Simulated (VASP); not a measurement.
# AlN (Cm) in VASP: a series of runs

Runs on AlN. Level: PBE. Tasks: single point.

Program: VASP 6.6.1. These are calculated values, not measurements. Logs are shortened: lines on timing, memory, paths and dates and some standing lists are left out, and cuts for length are marked.

## 1. The cell of the first run

It takes space group Cm (No. 8, monoclinic). The conventional cell has a = 5.393 Å, b = 3.114 Å, c = 15.280 Å, α = 90.00°, β = 93.37°, γ = 90.00°. Within 2.5 Å of Al (site symmetry m) lie 4 N at 1.91 Å. Al (site symmetry m) has 4 N at 1.91 Å within 2.5 Å. Al (site symmetry m) has 4 N at 1.91 Å within 2.5 Å. Within 2.5 Å of Al (site symmetry m) lie 4 N at 1.91 Å. Al (site symmetry m) has 4 N at 1.91 Å within 2.5 Å. Al (site symmetry m) has 4 N at 1.91 to 2.11 Å within 2.5 Å. Within 2.5 Å of N (site symmetry m) lie 4 Al at 1.91 Å. Within 2.5 Å of N (site symmetry m) lie 4 Al at 1.91 Å.

## 2. Single point, PBE

Contents of INCAR:

```
SYSTEM = AlN
  PREC = Accurate
  ENCUT = 520
  EDIFF = 1E-6
  ISMEAR = 0
  SIGMA = 0.05
  LREAL = .FALSE.
  LASPH = .TRUE.
  NELM = 60
  ALGO = Normal
  ISIF = 2
  LWAVE = .FALSE.
  LCHARG = .FALSE.
  GGA = PE
  ISYM = 0
  NBANDS = 36
```

Contents of KPOINTS:

```
Automatic mesh
0
G
  8 8 2
  0 0 0
```

Contents of POSCAR:

```
AlN
1.0
    2.2015871003     -2.2015871003      0.0000000000
    2.2015871003      0.0000000000     -2.2015871003
   10.6410043181      8.4394172178      7.3386236677
Al N
6 6
Direct
    0.9340333333     -0.2638666667      0.3958000000
    0.2951444444      0.1805777778      0.2291333333
    0.5729222222      0.2916888889      0.5624666667
    0.8507000000      0.4028000000      0.8958000000
    0.2118111111     -0.1527555556      0.7291333333
    0.6562555556      0.6250222222      0.0624666667
    0.5937555556      0.3750222222      0.4374666667
    0.9548666667     -0.1805333333      0.2708000000
    0.2326444444     -0.0694222222      0.6041333333
    0.5104222222      0.0416888889      0.9374666667
   -0.1284666667     -0.5138666667      0.7708000000
    0.3159777778      0.2639111111      0.1041333333
```

Potentials or basis: VASP PAW PBE potentials, release 64 (Al, N).

Started as:

```
cat potpaw_PBE.64/Al/POTCAR potpaw_PBE.64/N/POTCAR > POTCAR
mpirun -np 1 vasp_std > vasp.out
```

OUTCAR:

```text
SYSTEM = AlN
   PREC = Accurate
   ENCUT = 520
   EDIFF = 1E-6
   ISMEAR = 0
   LREAL = .FALSE.
   LASPH = .TRUE.
   NELM = 60
   ISIF = 2
   GGA = PE
   ISYM = 0

 ion  position               nearest neighbor table
   1  0.934  0.736  0.396-   7 1.91   8 1.91   7 1.91   7 1.91   3 3.11   2 3.11   3 3.11   2 3.11
                             2 3.11   3 3.11
   2  0.295  0.181  0.229-   8 1.91  12 1.91   8 1.91   8 1.91   6 3.11   6 3.11   6 3.11   1 3.11
                             1 3.11   1 3.11
   3  0.573  0.292  0.562-   9 1.91   9 1.91   9 1.91   7 1.91   5 3.11   5 3.11   5 3.11   1 3.11
                             1 3.11   1 3.11
   4  0.851  0.403  0.896-  11 1.91  10 1.91  10 1.91  10 1.91   6 2.70   5 3.11   5 3.11   5 3.11

   5  0.212  0.847  0.729-   9 1.91  11 1.91  11 1.91  11 1.91   3 3.11   3 3.11   3 3.11   4 3.11
                             4 3.11   4 3.11
   6  0.656  0.625  0.062-  12 1.91  12 1.91  12 1.91  10 2.11   4 2.70   2 3.11   2 3.11   2 3.11

   7  0.594  0.375  0.437-   1 1.91   3 1.91   1 1.91   1 1.91
   8  0.955  0.819  0.271-   2 1.91   1 1.91   2 1.91   2 1.91
   9  0.233  0.931  0.604-   3 1.91   3 1.91   3 1.91   5 1.91
  10  0.510  0.042  0.937-   4 1.91   4 1.91   4 1.91   6 2.11
  11  0.872  0.486  0.771-   4 1.91   5 1.91   5 1.91   5 1.91
  12  0.316  0.264  0.104-   6 1.91   6 1.91   6 1.91   2 1.91

IMPORTANT INFORMATION: All symmetrisations will be switched off!
NOSYMM: (Re-)initialisation of all symmetry stuff for point group C_1.

----------------------------------------------------------------------------------------

                                     Primitive cell

  volume of cell :     128.0527

  direct lattice vectors                    reciprocal lattice vectors
     2.201587100 -2.201587100  0.000000000     0.145097346 -0.309120432  0.145097346
     2.201587100  0.000000000 -2.201587100     0.126171605  0.126171605 -0.328046173
    10.641004318  8.439417218  7.338623668     0.037851481  0.037851481  0.037851481

  length of vectors
     3.113514336  3.113514336 15.437296823     0.371028194  0.373433849  0.065560689

  position of ions in fractional coordinates (direct lattice)
     0.934033333  0.736133333  0.395800000
     0.295144444  0.180577778  0.229133333
     0.572922222  0.291688889  0.562466667
     0.850700000  0.402800000  0.895800000
     0.211811111  0.847244444  0.729133333
     0.656255556  0.625022222  0.062466667
     0.593755556  0.375022222  0.437466667
     0.954866667  0.819466667  0.270800000
     0.232644444  0.930577778  0.604133333
     0.510422222  0.041688889  0.937466667
     0.871533333  0.486133333  0.770800000
     0.315977778  0.263911111  0.104133333

  ion indices of the primitive-cell ions
   primitive index   ion index
                 1           1
                 2           2
                 3           3
                 4           4
                 5           5
                 6           6
                 7           7
                 8           8
                 9           9
                10          10
                11          11
                12          12

----------------------------------------------------------------------------------------

 KPOINTS: Automatic mesh

Automatic generation of k-mesh.
 Grid dimensions read from file:
 generate k-points for:    8    8    2

 Generating k-lattice:

  Cartesian coordinates                     Fractional coordinates (reciprocal lattice)
     0.018137168 -0.038640054  0.018137168     0.125000000  0.000000000 -0.000000000
     0.015771451  0.015771451 -0.041005772     0.000000000  0.125000000 -0.000000000
     0.018925741  0.018925741  0.018925741     0.000000000  0.000000000  0.500000000

  Length of vectors
     0.046378524  0.046679231  0.032780345

  Shift w.r.t. Gamma in fractional coordinates (k-lattice)
     0.000000000  0.000000000  0.000000000

 -----------------------------------------------------------------------------
|                                                                             |
|           W    W    AA    RRRRR   N    N  II  N    N   GGGG   !!!           |
|           W    W   A  A   R    R  NN   N  II  NN   N  G    G  !!!           |
|           W    W  A    A  R    R  N N  N  II  N N  N  G       !!!           |
|           W WW W  AAAAAA  RRRRR   N  N N  II  N  N N  G  GGG   !            |
|           WW  WW  A    A  R   R   N   NN  II  N   NN  G    G                |
|           W    W  A    A  R    R  N    N  II  N    N   GGGG   !!!           |
|                                                                             |
|     Your reciprocal lattice and k-lattice belong to different lattice       |
|     classes:                                                                |
|                                                                             |
|        The reciprocal lattice is base-centered monoclinic,                  |
[... 65 lines left out ...]
  volume/ion in A,a.u.               =      10.67        72.01
  Fermi-wavevector in a.u.,A,eV,Ry     =   1.180390  2.230614 18.957286  1.393321
  Thomas-Fermi vector in A             =   2.316684
   LORBIT       =      0    0 simple, 1 ext, 2 COOP (PROOUT), +10 PAW based schemes
   GGA     = PE    functional components
   LHFCALC =     F    Hartree Fock is set to
   AEXX    =    0.0000 exact exchange contribution
   IVDW    =     0    specifies the selected vdW correction
   LEPSILON=     F    determine dielectric tensor
   LRPA    =     F    only Hartree local field effects (RPA)
 non-spin polarized calculation
 Gauss-broadening in eV      SIGMA  =   0.05
  energy-cutoff  :      520.00
  volume of cell :      128.05
 maximum number of plane-waves:      3480
   NGX = 11   NGY = 11   NGZ = 57

 number of electron      48.0000005 magnetization

 Free energy of the ion-electron system (eV)
  ---------------------------------------------------
  ext. energy  EPLUGINS =         0.00000000
  ---------------------------------------------------
  free energy    TOTEN  =       -88.12566504 eV

  energy without entropy =      -88.12566504  energy(sigma->0) =      -88.12566504

 E-fermi :   6.3800     XC(G=0): -10.8432

 val. band max:        6.1480473649   @ k =   0.0000   0.0000   0.0000
 cond. band min:       8.9556112634   @ k =   0.5000   0.0000  -0.0000
 fundamental gap:      2.8075638985
 Fermi energy:         6.3800297596

 k-point     1 :       0.0000    0.0000    0.0000
  band No.  band energies     occupation
      1      -9.0878      2.00000
      2      -8.7076      2.00000
      3      -8.6503      2.00000
      4      -7.7463      2.00000
      5      -7.6871      2.00000
      6      -7.0592      2.00000
[... 28 lines left out ...]
     35      16.7867      0.00000
     36      16.8909      0.00000

 k-point     2 :       0.1250    0.0000   -0.0000
  band No.  band energies     occupation
      1      -8.8918      2.00000
      2      -8.5273      2.00000
      3      -8.4585      2.00000
      4      -7.6051      2.00000
      5      -7.5270      2.00000
      6      -6.9420      2.00000
[... 28 lines left out ...]
     35      16.6399      0.00000
     36      17.0507      0.00000

 k-point     3 :       0.2500    0.0000   -0.0000
  band No.  band energies     occupation
      1      -8.3476      2.00000
      2      -8.0359      2.00000
      3      -7.9285      2.00000
      4      -7.2428      2.00000
      5      -7.1079      2.00000
      6      -6.6569      2.00000
[... 28 lines left out ...]
     35      15.9201      0.00000
     36      16.4731      0.00000
[... 742 lines left out ...]
 k-point    23 :       0.1250    0.3750   -0.0000
  band No.  band energies     occupation
      1      -7.8505      2.00000
      2      -7.6759      2.00000
      3      -7.3791      2.00000
      4      -7.0742      2.00000
      5      -6.7115      2.00000
      6      -6.5018      2.00000
[... 28 lines left out ...]
     35      15.8789      0.00000
     36      16.2272      0.00000

 k-point    24 :       0.2500    0.3750   -0.0000
  band No.  band energies     occupation
      1      -7.8620      2.00000
      2      -7.6667      2.00000
      3      -7.4079      2.00000
      4      -7.0419      2.00000
      5      -6.7361      2.00000
      6      -6.4834      2.00000
[... 28 lines left out ...]
     35      15.8804      0.00000
     36      16.1533      0.00000

 [... further k-points ...]
[... 5 lines left out ...]
  --------------------------------------------------------------------------------------
  -------------------------------------------------------------------------------------
  Total        1.7147207      1.7146232     -4.9647379      3.4360490      0.1524756      0.1526019
  in kB       21.4543371     21.4531183    -62.1180830     42.9913488      1.9077532      1.9093324
  external PRESSURE =      -6.4035425 kB  Pullay stress =       0.0000000 kB

 VOLUME and BASIS-vectors are now :
 -----------------------------------------------------------------------------
  energy-cutoff  :      520.00
  volume of cell :      128.05
      direct lattice vectors                 reciprocal lattice vectors
     2.201587100 -2.201587100  0.000000000     0.145097346 -0.309120432  0.145097346
     2.201587100  0.000000000 -2.201587100     0.126171605  0.126171605 -0.328046173
    10.641004318  8.439417218  7.338623668     0.037851481  0.037851481  0.037851481

 POSITION                                       TOTAL-FORCE (eV/Angst)
 -----------------------------------------------------------------------------------
      7.88873      1.28397      1.28397         0.028289      0.028288      0.022601
      3.48555      1.28397      1.28397         0.110358      0.110358      0.019260
      7.88873      3.48555      3.48555         0.026970      0.026968      0.025934
     12.29190      5.68714      5.68714        -0.605275     -0.605276     -0.208812
     10.09031      5.68714      3.48555         0.036365      0.036366      0.020687
      3.48555     -0.91762     -0.91762         0.502239      0.502238     -1.143504
      6.78793      2.38476      2.38476        -0.025375     -0.025364     -0.026846
      6.78793      0.18317      0.18317        -0.013039     -0.013093     -0.038395
      8.98952      4.58635      2.38476        -0.029223     -0.029179     -0.021489
     11.19111      6.78793      6.78793        -0.443492     -0.443488      1.486145
     11.19111      4.58635      4.58635        -0.064839     -0.064897      0.010420
      2.38476      0.18317      0.18317         0.477023      0.477079     -0.146001
 -----------------------------------------------------------------------------------
    total drift:                               -0.000466     -0.000471     -0.002380

  FREE ENERGIE OF THE ION-ELECTRON SYSTEM (eV)
  ---------------------------------------------------
  free  energy   TOTEN  =       -88.1256650421 eV

  energy  without entropy=      -88.1256650421  energy(sigma->0) =      -88.12566504
```

Run time: 1.9 min. Hardware: 1 thread of Intel Xeon 6975P-C (Granite Rapids), shared host; peak memory 0.37 GiB.

What came out:

| Item | Value |
| --- | --- |
| Free energy | -88.1257 eV |
| Pressure | -0.6 GPa |
| Largest force | 1.613 eV/Å |
| Band gap on the k mesh | 2.81 eV, indirect (least direct gap 3.07 eV) |

Forces in eV/Å, atoms in the order of the input:
```
Al   0.028  0.028  0.023
Al   0.110  0.110  0.019
Al   0.027  0.027  0.026
Al  -0.605 -0.605 -0.209
Al   0.036  0.036  0.021
Al   0.502  0.502 -1.144
N   -0.025 -0.025 -0.027
N   -0.013 -0.013 -0.038
N   -0.029 -0.029 -0.021
N   -0.443 -0.443  1.486
N   -0.065 -0.065  0.010
N    0.477  0.477 -0.146
```

Levels at points of the mesh, in eV from the valence-band top:
| k point | band 20 | band 21 | band 22 | band 23 | band 24 | band 25 | band 26 | band 27 | band 28 | band 29 |
| --- | --- | --- | --- | --- | --- | --- | --- | --- | --- | --- |
| (0.00, 0.00, 0.00) | -0.49 | -0.42 | -0.38 | -0.33 | 0.00 | 3.36 | 4.69 | 5.04 | 6.23 | 6.39 |
| (0.50, 0.00, 0.00) | -1.63 | -1.35 | -1.15 | -0.92 | -0.26 | 2.81 | 4.08 | 4.22 | 5.80 | 6.66 |
| (0.00, 0.50, 0.00) | -1.53 | -1.39 | -1.00 | -0.90 | -0.90 | 3.30 | 3.44 | 4.92 | 5.39 | 6.51 |
| (0.50, 0.50, 0.00) | -1.46 | -1.20 | -1.14 | -0.91 | -0.35 | 3.12 | 3.31 | 5.03 | 5.42 | 6.45 |
| (0.00, 0.00, 0.50) | -0.52 | -0.46 | -0.38 | -0.33 | -0.21 | 3.66 | 4.13 | 5.58 | 5.84 | 6.61 |
| (0.50, 0.00, 0.50) | -1.46 | -1.20 | -1.14 | -0.91 | -0.35 | 3.12 | 3.31 | 5.03 | 5.42 | 6.45 |
| (0.00, 0.50, 0.50) | -1.26 | -1.19 | -1.11 | -0.92 | -0.84 | 3.03 | 4.00 | 4.32 | 5.81 | 6.52 |
| (0.50, 0.50, 0.50) | -1.63 | -1.35 | -1.15 | -0.92 | -0.26 | 2.81 | 4.08 | 4.22 | 5.80 | 6.66 |

Caveat: forces of over 1 eV/Å act on the atoms, so gaps and moduli don't describe the material at rest. Expect the measured gap to be larger: semilocal functionals such as PBE lack the derivative discontinuity.

## 3. Single point, PBE

Contents of INCAR:

```
SYSTEM = AlN
PREC = Accurate
ENCUT = 520
EDIFF = 1E-6
ISMEAR = 0
SIGMA = 0.05
LREAL = .FALSE.
LASPH = .TRUE.
NELM = 100
ALGO = Normal
ISIF = 2
LWAVE = .FALSE.
LCHARG = .TRUE.
GGA = PE
LELF = .TRUE.
LVHAR = .TRUE.
ISYM = 0
NBANDS = 36
```

Contents of KPOINTS:

```
regular mesh
0
G
  8 8 2
  0 0 0
```

Contents of POSCAR:

```
AlN
1.0
    2.2015871003     -2.2015871003      0.0000000000
    2.2015871003      0.0000000000     -2.2015871003
   11.3748666849      8.0724860344      6.9716924843
Al N
6 6
Direct
    0.8680666667     -0.3298333333      0.3958000000
    0.2569555556      0.1423888889      0.2291333333
    0.4791777778      0.1979444444      0.5624666667
    0.7014000000      0.2535000000      0.8958000000
    0.0902888889     -0.2742777778      0.7291333333
    0.6458444444      0.6146111111      0.0624666667
    0.5208444444      0.3021111111      0.4374666667
    0.9097333333     -0.2256666667      0.2708000000
    0.1319555556     -0.1701111111      0.6041333333
    0.3541777778     -0.1145555556      0.9374666667
   -0.2569333333     -0.6423333333      0.7708000000
    0.2986222222      0.2465555556      0.1041333333
```

Potentials or basis: VASP PAW PBE potentials, release 64 (Al, N).

Started as:

```
cat potpaw_PBE.64/Al/POTCAR potpaw_PBE.64/N/POTCAR > POTCAR
mpirun -np 1 vasp_std > vasp.out
```

Run time: 2 min. Hardware: 1 thread of Intel Xeon 6975P-C (Granite Rapids), shared host; peak memory 0.38 GiB.

The run converged. Its results:

```
Free energy            : -88.4949 eV
Pressure               : -1.4 GPa
Largest force          : 1.217 eV/Å
Band gap on the k mesh : 3.07 eV, indirect (least direct gap 3.44 eV)
```

Forces on the atoms (eV/Å):
```
Al   0.025  0.029  0.025
Al   0.047  0.036  0.047
Al   0.026  0.027  0.026
Al  -0.181 -0.052 -0.181
Al   0.027  0.035  0.027
Al  -0.776  0.524 -0.776
N   -0.026 -0.026 -0.026
N   -0.032 -0.012 -0.032
N   -0.025 -0.030 -0.025
N    0.801 -0.398  0.801
N   -0.008 -0.092 -0.008
N    0.120 -0.041  0.120
```

Stress tensor (GPa, compression positive):
```
-1.62  1.79 -2.55
 1.79 -1.01  1.79
-2.55  1.79 -1.62
```

Levels at points of the mesh, in eV from the valence-band top:
```
           k point  band 20  band 21  band 22  band 23  band 24  band 25  band 26  band 27  band 28  band 29
(0.00, 0.00, 0.00)    -0.32    -0.27    -0.23    -0.07     0.00     3.63     4.99     5.21     6.41     6.58
(0.50, 0.00, 0.00)    -1.38    -1.07    -1.03    -0.66    -0.37     3.07     4.32     4.38     6.49     6.70
(0.00, 0.50, 0.00)    -1.29    -1.13    -1.02    -0.80    -0.69     3.50     3.72     5.48     5.75     6.09
(0.50, 0.50, 0.00)    -1.29    -1.13    -1.02    -0.80    -0.69     3.50     3.72     5.48     5.75     6.09
(0.00, 0.00, 0.50)    -0.38    -0.29    -0.24    -0.18    -0.08     4.01     4.28     5.85     6.03     6.70
(0.50, 0.00, 0.50)    -1.37    -0.98    -0.82    -0.73    -0.48     3.41     3.47     5.45     5.55     6.94
(0.00, 0.50, 0.50)    -1.48    -1.19    -1.00    -0.79    -0.58     3.21     4.41     4.63     5.99     6.66
(0.50, 0.50, 0.50)    -1.48    -1.19    -1.00    -0.79    -0.58     3.21     4.41     4.63     5.99     6.66
```

Caveat: forces of over 1 eV/Å act on the atoms, so gaps and moduli don't describe the material at rest.

## 4. Single point, PBE

Contents of INCAR:

```
  ALGO = Normal
  EDIFF = 1E-6
  ENCUT = 520
  GGA = PE
  ISIF = 2
  ISMEAR = 0
  ISYM = 0
  LASPH = T
  LCHARG = T
  LELF = T
  LREAL = F
  LVHAR = T
  LWAVE = F
  NBANDS = 36
  NELM = 100
  PREC = Accurate
  SIGMA = 0.05
```

Contents of KPOINTS:

```
k-points
0
Gamma
  8 8 2
```

Contents of POSCAR:

```
AlN
1.0
    2.2015871003     -2.2015871003      0.0000000000
    2.2015871003      0.0000000000     -2.2015871003
    9.9071419513      8.8063484012      7.7055548510
Al N
6 6
Direct
    1.0000000000     -0.1979000000      0.3958000000
    0.3333333333      0.2187666667      0.2291333333
    0.6666666667      0.3854333333      0.5624666667
    1.0000000000      0.5521000000      0.8958000000
    0.3333333333     -0.0312333333      0.7291333333
    0.6666666667      0.6354333333      0.0624666667
    0.6666666667      0.4479333333      0.4374666667
    1.0000000000     -0.1354000000      0.2708000000
    0.3333333333      0.0312666667      0.6041333333
    0.6666666667      0.1979333333      0.9374666667
    0.0000000000     -0.3854000000      0.7708000000
    0.3333333333      0.2812666667      0.1041333333
```

Started as:

```
cat potpaw_PBE.64/Al/POTCAR potpaw_PBE.64/N/POTCAR > POTCAR
mpirun -np 1 vasp_std > vasp.out
```

It took 7 min on 1 thread of Oxide Virtual Turin-like, shared host; peak memory 0.34 GiB.

The run converged. Its results:

```
Free energy            : -87.7600 eV
Pressure               : -1.4 GPa
Largest force          : 0.873 eV/Å
Band gap on the k mesh : 2.99 eV, indirect (least direct gap 3.31 eV)
```

Forces on the atoms (eV/Å):
```
Al   0.034  0.036  0.034
Al   0.058  0.170  0.058
Al   0.035  0.035  0.035
Al  -0.270 -0.785 -0.270
Al   0.039  0.047  0.039
Al  -0.216  0.092 -0.216
N   -0.035 -0.032 -0.035
N   -0.031 -0.029 -0.031
N   -0.034 -0.036 -0.034
N    0.470 -0.281  0.470
N   -0.062 -0.041 -0.062
N    0.011  0.824  0.011
```

Stress tensor (GPa, compression positive):
```
-4.10  1.67  2.32
 1.67  4.02  1.67
 2.32  1.67 -4.10
```

Levels at points of the mesh, in eV from the valence-band top:
```tsv
k point	band 22	band 23	band 24	band 25	band 26	band 27
(0.00, 0.00, 0.00)	-0.31	-0.28	0.00	3.31	4.68	5.09
(0.50, 0.00, 0.00)	-1.00	-0.87	-0.43	2.99	3.98	4.46
(0.00, 0.50, 0.00)	-1.10	-0.85	-0.33	3.14	3.89	4.38
(0.50, 0.50, 0.00)	-1.03	-0.84	-0.36	3.25	3.57	4.78
(0.00, 0.00, 0.50)	-0.34	-0.31	-0.21	3.59	4.17	5.61
(0.50, 0.00, 0.50)	-1.13	-0.82	-0.57	3.34	3.41	4.52
(0.00, 0.50, 0.50)	-1.03	-0.84	-0.36	3.25	3.57	4.78
(0.50, 0.50, 0.50)	-1.10	-0.85	-0.33	3.14	3.89	4.38
```

A k mesh can miss the band edges. PBE gaps usually lie below the measured ones, often by a third to a half.

## 5. The runs side by side

```csv
cell,gap on the mesh (eV),pressure (GPa),largest force (eV/Å)
"a = 3.114, b = 3.114, c = 15.437 Å, angles 81.3, 84.2, 60.0°, 12 atoms",2.81,-0.6,1.61
"a = 3.114, b = 3.114, c = 15.593 Å, angles 78.5, 81.4, 60.0°, 12 atoms",3.07,-1.4,1.22
"a = 3.114, b = 3.114, c = 15.332 Å, angles 84.2, 87.1, 60.0°, 12 atoms",2.99,-1.4,0.87
```

Alike in all rows: task single point; level PBE; potentials or basis VASP PAW PBE potentials, release 64 (Al, N); no spin polarisation; k mesh 8 × 8 × 2; cutoff (eV) 520; smearing gaussian 0.05 eV.

Caveats: forces of over 1 eV/Å act on the atoms, so gaps and moduli don't describe the material at rest (some runs).

Total energies depend on the potentials used, so only differences within one code and one set of settings carry meaning.
